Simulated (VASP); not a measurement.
# Zn4HSe4 (a cell with a defect) in VASP: single point with LDA

Aim: the single point of Zn4HSe4 (a cell with a defect) with LDA.

All numbers are computed with VASP 6.6.1; they aren't measurements. Logs are shortened: lines on timing, memory, paths and dates and some standing lists are left out, and cuts for length are marked.

## Step 1: The cell of the first run

The cell holds a defect, 9 atoms: a = 5.631 Å, b = 5.631 Å, c = 6.596 Å, α = 115.27°, β = 115.27°, γ = 90.00°.

## Step 2: Single point, LDA

INCAR

```
SYSTEM = Zn4HSe4
ALGO     = Normal         ! electronic algorithm
EDIFF    = 1E-6           ! SCF threshold, eV
ENCUT    = 520            ! plane-wave cutoff, eV
GGA      = CA             ! functional
ISIF     = 2              ! what is computed and relaxed
ISMEAR   = 0              ! smearing method
LASPH    = .TRUE.         ! aspherical terms in the spheres
LCHARG   = .TRUE.         ! write CHGCAR
LELF     = .TRUE.         ! ELF
LREAL    = .FALSE.        ! projectors in reciprocal space
LVHAR    = .TRUE.       
LWAVE    = .FALSE.        ! write WAVECAR
NBANDS   = 46             ! bands
NELECT   = 72.0         
NELM     = 100            ! most SCF steps
PREC     = Accurate       ! precision mode
SIGMA    = 0.05           ! smearing width, eV
```

KPOINTS

```
k-points
0
G
  6 6 6
  0 0 0
```

POSCAR

```
Zn4HSe4
1.0
   -3.9820046754     -3.9820046754      0.0000000000
   -3.9820046754      3.9820046754      0.0000000000
    3.9820046754      0.0000000000     -5.2585263399
Zn Se H
4 4 1
Direct
    1.0000000000      1.0000000000      1.0000000000
    0.5000000000      0.5000000000      1.0000000000
    1.0000000000      0.5000000000      1.0000000000
    0.5000000000      1.0000000000      1.0000000000
    0.1101682683      0.6101682683      0.7203365366
    0.6101682683      0.1101682683      0.7203365366
    0.8898317317      0.8898317317      0.2796634634
    0.3898317317      0.3898317317      0.2796634634
    1.1249792674      0.1249792674      0.2422074293
```

Potentials or basis: VASP PAW LDA potentials, release 64 (Zn, Se, H).

Launch:

```bash
$ cat potpaw_LDA.64/Zn/POTCAR potpaw_LDA.64/Se/POTCAR potpaw_LDA.64/H/POTCAR > POTCAR
$ mpirun -np 1 vasp_std > vasp.out
```

OUTCAR:

```text
SYSTEM = Zn4HSe4
   EDIFF = 1E-6
   ENCUT = 520
   GGA = CA
   ISIF = 2
   ISMEAR = 0
   LASPH = .TRUE.
   LREAL = .FALSE.
   NELECT = 72.0
   NELM = 100
   PREC = Accurate

 ion  position               nearest neighbor table
   1  0.000  0.000  0.000-   9 1.27   6 2.48   7 2.48   8 2.48   5 2.48   4 2.82   3 2.82   3 2.82
                             4 2.82
   2  0.500  0.500  0.000-   5 2.48   6 2.48   7 2.48   8 2.48   3 2.82   4 2.82   4 2.82   3 2.82

   3  0.000  0.500  0.000-   5 2.48   6 2.48   7 2.48   8 2.48   1 2.82   2 2.82   1 2.82   2 2.82

   4  0.500  0.000  0.000-   5 2.48   6 2.48   7 2.48   8 2.48   1 2.82   2 2.82   2 2.82   1 2.82

   5  0.110  0.610  0.720-   1 2.48   2 2.48   3 2.48   4 2.48
   6  0.610  0.110  0.720-   1 2.48   2 2.48   3 2.48   4 2.48
   7  0.890  0.890  0.280-   1 2.48   2 2.48   3 2.48   4 2.48
   8  0.390  0.390  0.280-   1 2.48   2 2.48   3 2.48   4 2.48
   9  0.125  0.125  0.242-   1 1.27

  LATTYP: Found a body centered tetragonal cell.
 ALAT       =     5.6314050174
 C/A-ratio  =     1.8675717068

  Lattice vectors:

 A1 = (   0.0000000000,  -3.9820046754,   5.2585263399)
 A2 = (   0.0000000000,   3.9820046754,   5.2585263399)
 A3 = (  -3.9820046754,   0.0000000000,  -5.2585263399)

Analysis of symmetry for initial positions (statically):
=====================================================================
 Subroutine PRICEL returns:
 Original cell was already a primitive cell.

 Routine SETGRP: Setting up the symmetry group for a
 body centered tetragonal supercell.

 Subroutine GETGRP returns: Found  2 space group operations
 (whereof  2 operations were pure point group operations)
 out of a pool of 16 trial point group operations.

The static configuration has the point symmetry C_1h.

Analysis of symmetry for dynamics (positions and initial velocities):
=====================================================================
 Subroutine PRICEL returns:
 Original cell was already a primitive cell.

 Routine SETGRP: Setting up the symmetry group for a
 body centered tetragonal supercell.

 Subroutine GETGRP returns: Found  2 space group operations
 (whereof  2 operations were pure point group operations)
 out of a pool of 16 trial point group operations.

The dynamic configuration has the point symmetry C_1h.

 Subroutine INISYM returns: Found  2 space group operations
 (whereof  2 operations are pure point group operations),
 and found     1 'primitive' translations

----------------------------------------------------------------------------------------

                                     Primitive cell

  volume of cell :     166.7622

  direct lattice vectors                    reciprocal lattice vectors
    -3.982004675 -3.982004675  0.000000000    -0.125564895 -0.125564895 -0.095083673
    -3.982004675  3.982004675  0.000000000    -0.125564895  0.125564895 -0.095083673
     3.982004675  0.000000000 -5.258526340     0.000000000  0.000000000 -0.190167346

  length of vectors
     5.631405017  5.631405017  6.596094337     0.201429866  0.201429866  0.190167346

  position of ions in fractional coordinates (direct lattice)
     0.000000000  0.000000000  0.000000000
     0.500000000  0.500000000  0.000000000
     0.000000000  0.500000000  0.000000000
     0.500000000  0.000000000  0.000000000
     0.110168268  0.610168268  0.720336537
     0.610168268  0.110168268  0.720336537
     0.889831732  0.889831732  0.279663463
     0.389831732  0.389831732  0.279663463
     0.124979267  0.124979267  0.242207429

  ion indices of the primitive-cell ions
   primitive index   ion index
                 1           1
                 2           2
                 3           3
                 4           4
                 5           5
                 6           6
                 7           7
                 8           8
                 9           9

----------------------------------------------------------------------------------------

 KPOINTS: k-points

Automatic generation of k-mesh.
 Grid dimensions read from file:
 generate k-points for:    6    6    6

 Generating k-lattice:

  Cartesian coordinates                     Fractional coordinates (reciprocal lattice)
    -0.020927483 -0.020927483 -0.015847279     0.166666667  0.000000000  0.000000000
    -0.020927483  0.020927483 -0.015847279     0.000000000  0.166666667  0.000000000
     0.000000000  0.000000000 -0.031694558     0.000000000  0.000000000  0.166666667

  Length of vectors
     0.033571644  0.033571644  0.031694558

  Shift w.r.t. Gamma in fractional coordinates (k-lattice)
     0.000000000  0.000000000  0.000000000

 Subroutine IBZKPT returns following result:
 ===========================================

 Found     68 irreducible k-points:

 Following reciprocal coordinates:
            Coordinates               Weight
  0.000000  0.000000  0.000000      1.000000
  0.166667  0.000000  0.000000      4.000000
  0.000000 -0.166667  0.166667      4.000000
  0.333333  0.000000 -0.000000      4.000000
  0.000000 -0.333333  0.333333      4.000000
  0.500000  0.000000  0.000000      2.000000
[... 16 lines left out ...]
 -0.166667  0.166667  0.000000      2.000000
  0.166667  0.166667 -0.166667      2.000000
 [... further k-points ...]
   k-points           NKPTS =     68   k-points in BZ     NKDIM =     68   number of bands    NBANDS=     46
   number of dos      NEDOS =    301   number of ions     NIONS =      9
   total plane-waves  NPLWV =  88200
   dimension x,y,z NGX =    42 NGY =   42 NGZ =   50
   dimension x,y,z NGXF=    84 NGYF=   84 NGZF=  100
   ions per type =               4   4   1
   NGX,Y,Z   is equivalent  to a cutoff of  12.40, 12.40, 12.60 a.u.
   NGXF,Y,Z  is equivalent  to a cutoff of  24.80, 24.80, 25.20 a.u.
 SYSTEM =  Zn4HSe4
   PREC   = accura    normal or accurate (medium, high low for compatibility)
   ISTART =      0    job   : 0-new  1-cont  2-samecut
   ICHARG =      2    charge: 1-file 2-atom 10-const
   ISPIN  =      1    spin polarized calculation?
   LNONCOLLINEAR =      F non collinear calculations
   LSORBIT =      F    spin-orbit coupling
   LASPH  =      T    aspherical Exc in radial PAW
   ENCUT  =  520.0 eV  38.22 Ry    6.18 a.u.  10.47 10.47 12.26*2*pi/ulx,y,z
   NELM   =    100;   NELMIN=  2; NELMDL= -5     # of ELM steps
   EDIFF  = 0.1E-05   stopping-criterion for ELM
   LREAL  =      F    real-space projection
   EDIFFG = 0.1E-04   stopping-criterion for IOM
   NSW    =      0    number of steps for IOM
   IBRION =     -1    ionic relax: 0-MD 1-quasi-New 2-CG
   NFREE  =      0    steps in history (QN), initial steepest desc. (CG)
   ISIF   =      2    stress and relaxation
   ISYM   =      2    0-nonsym 1-usesym 2-fastsym
   POTIM  = 0.5000    time-step for ionic-motion
   TEBEG  =    0.0;   TEEND  =   0.0 temperature during run
   PSTRESS=    0.0 pullay stress
   NELECT =      72.0000    total number of electrons
   NUPDOWN=      -1.0000    fix difference up-down
   EMIN   =  10.00;   EMAX   =-10.00  energy-range for DOS
   EFERMI =   0.00;   METHOD = LEGACY
   ISMEAR =     0;   SIGMA  =   0.05  broadening in eV -4-tet -1-fermi 0-gaus
   EFERMI_NEDOS =   21; number of points for ismear=-14 and -15
   IALGO  =     38    algorithm
   IMIX   =      4    mixing-type and parameters
     AMIX     =   0.40;   BMIX     =  1.00
     AMIX_MAG =   1.60;   BMIX_MAG =  1.00
  volume/ion in A,a.u.               =      18.53       125.04
  Fermi-wavevector in a.u.,A,eV,Ry     =   1.237333  2.338220 20.830412  1.530992
  Thomas-Fermi vector in A             =   2.371904
   LORBIT       =      0    0 simple, 1 ext, 2 COOP (PROOUT), +10 PAW based schemes
   GGA     = CA    functional components
   LHFCALC =     F    Hartree Fock is set to
   AEXX    =    0.0000 exact exchange contribution
   IVDW    =     0    specifies the selected vdW correction
   LEPSILON=     F    determine dielectric tensor
   LRPA    =     F    only Hartree local field effects (RPA)
 non-spin polarized calculation
 Gauss-broadening in eV      SIGMA  =   0.05
  energy-cutoff  :      520.00
  volume of cell :      166.76
 maximum number of plane-waves:      4555
 NGX is ok and might be reduce to    42
   NGX = 21   NGY = 21   NGZ = 25

 number of electron      72.0000030 magnetization

 Free energy of the ion-electron system (eV)
  ---------------------------------------------------
  ext. energy  EPLUGINS =         0.00000000
  ---------------------------------------------------
  free energy    TOTEN  =       -31.81789429 eV

  energy without entropy =      -31.81777063  energy(sigma->0) =      -31.81783246

 E-fermi :   2.4569     XC(G=0): -10.1269

 val. band max:        2.4096548082   @ k =   0.0000   0.0000   0.0000
 cond. band min:       2.5214797294   @ k =   0.5000   0.5000   0.5000
 fundamental gap:      0.1118249212
 Fermi energy:         2.4568684905

 k-point     1 :       0.0000    0.0000    0.0000
  band No.  band energies     occupation
      1     -11.8053      2.00000
      2     -10.5793      2.00000
      3     -10.1085      2.00000
      4      -9.9160      2.00000
      5      -7.1220      2.00000
      6      -5.6335      2.00000
[... 38 lines left out ...]
     45       7.8420      0.00000
     46       7.8957      0.00000

 k-point     2 :       0.1667    0.0000    0.0000
  band No.  band energies     occupation
      1     -11.7229      2.00000
      2     -10.6423      2.00000
      3     -10.1248      2.00000
      4      -9.9600      2.00000
      5      -7.1063      2.00000
      6      -5.6494      2.00000
[... 38 lines left out ...]
     45       7.7990      0.00000
     46       8.1438      0.00000

 k-point     3 :       0.0000   -0.1667    0.1667
  band No.  band energies     occupation
      1     -11.7230      2.00000
      2     -10.6421      2.00000
      3     -10.1248      2.00000
      4      -9.9600      2.00000
      5      -7.1056      2.00000
      6      -5.6491      2.00000
[... 1018 lines left out ...]
     45       7.9835      0.00000
     46       8.0576      0.00000

 k-point    24 :       0.1667    0.1667   -0.1667
  band No.  band energies     occupation
      1     -11.6591      2.00000
      2     -10.7256      2.00000
      3     -10.0934      2.00000
      4      -9.9945      2.00000
      5      -7.0701      2.00000
      6      -5.6651      2.00000
[... 38 lines left out ...]
     45       8.0365      0.00000
     46       8.2081      0.00000

 [... further k-points ...]

------------------------ aborting loop because EDIFF is reached ----------------------------------------

  FORCE on cell =-STRESS in cart. coord.  units (eV):
  Direction    XX          YY          ZZ          XY          YZ          ZX
  --------------------------------------------------------------------------------------
  -------------------------------------------------------------------------------------
  Total       -7.6162389     -6.6496532      2.6447582      0.0000000      0.0000000      0.1519327
  in kB      -73.1734549    -63.8869264     25.4096673      0.0000000      0.0000000      1.4597017
  external PRESSURE =     -37.2169047 kB  Pullay stress =       0.0000000 kB

 VOLUME and BASIS-vectors are now :
 -----------------------------------------------------------------------------
  energy-cutoff  :      520.00
  volume of cell :      166.76
      direct lattice vectors                 reciprocal lattice vectors
    -3.982004675 -3.982004675  0.000000000    -0.125564895 -0.125564895 -0.095083673
    -3.982004675  3.982004675  0.000000000    -0.125564895  0.125564895 -0.095083673
     3.982004675  0.000000000 -5.258526340     0.000000000  0.000000000 -0.190167346

 POSITION                                       TOTAL-FORCE (eV/Angst)
 -----------------------------------------------------------------------------------
      0.00000      0.00000      0.00000         0.217284      0.000000      7.675449
     -3.98200      0.00000      0.00000        -0.043893      0.000000      0.860280
     -1.99100      1.99100      0.00000        -0.007919      0.023347      0.407697
     -1.99100     -1.99100      0.00000        -0.007919     -0.023347      0.407697
      0.00000      1.99100     -3.78791        -0.003352      0.104222     -0.150909
      0.00000     -1.99100     -3.78791        -0.003352     -0.104222     -0.150909
     -5.97301      0.00000     -1.47062        -0.166340      0.000000     -0.916647
     -1.99100      0.00000     -1.47062         0.223587      0.000000     -0.998830
     -0.03086      0.00000     -1.27365        -0.208095      0.000000     -7.133829
 -----------------------------------------------------------------------------------
    total drift:                               -0.000085     -0.000000      0.000362

  FREE ENERGIE OF THE ION-ELECTRON SYSTEM (eV)
  ---------------------------------------------------
  free  energy   TOTEN  =       -31.8178942872 eV

  energy  without entropy=      -31.8177706348  energy(sigma->0) =      -31.81783246
```

It took 7.7 min on 1 thread of Intel Xeon Platinum 8259CL at 2.50GHz (Skylake/Cascade Lake), shared host; peak memory 0.52 GiB.

Results:

```
Free energy   : -31.8179 eV
Largest force : 7.679 eV/Å
```

Forces on the atoms (eV/Å):
```
Zn   0.217  0.000  7.675
Zn  -0.044  0.000  0.860
Zn  -0.008  0.023  0.408
Zn  -0.008 -0.023  0.408
Se  -0.003  0.104 -0.151
Se  -0.003 -0.104 -0.151
Se  -0.166  0.000 -0.917
Se   0.224  0.000 -0.999
H   -0.208  0.000 -7.134
```

Caveat: the cell carries a net charge on a neutralising background, which shifts energy and pressure; the cell is charged against a uniform background, so pressure and absolute levels hang on convention.
